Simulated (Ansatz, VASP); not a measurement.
## Two plane-wave programs on Al2Si

```
Al Si
1.0
     0.00000    3.05468    3.05468
     3.05468    0.00000    3.05468
     3.05468    3.05468    0.00000
Al Si
2 1
Direct
  0.75000 0.75000 0.75000
  0.50000 0.50000 0.50000
  0.25000 0.25000 0.25000
```

Alike in both runs: task relaxation of cell and atoms; functional PBE; k mesh 14 × 14 × 14; occupations gaussian, width 0.1 eV; no spin polarisation.

```csv
,VASP,Ansatz
version,VASP 6.6.1,Ansatz 0.2.0
potentials or method,"VASP PAW PBE potentials, release 64 (Al, Si), cutoff 600 eV","scalar-relativistic, plane waves, PAW"
valence electrons in the cell,10,10
```

|  | VASP | Ansatz | Ansatz less VASP |
| --- | --- | --- | --- |
| gap on the k mesh at the Fermi level, each at its own relaxed structure (eV) | none | none | - |
| relaxed volume (Å³/atom) | 19.06 | 19.06 | -0.003 |
| relaxed length of the cell vector where the two differ most in proportion (Å) | 4.324 | 4.324 | -0.0002 |

A gap of «none» marks a metal or a gap that the smearing closes.
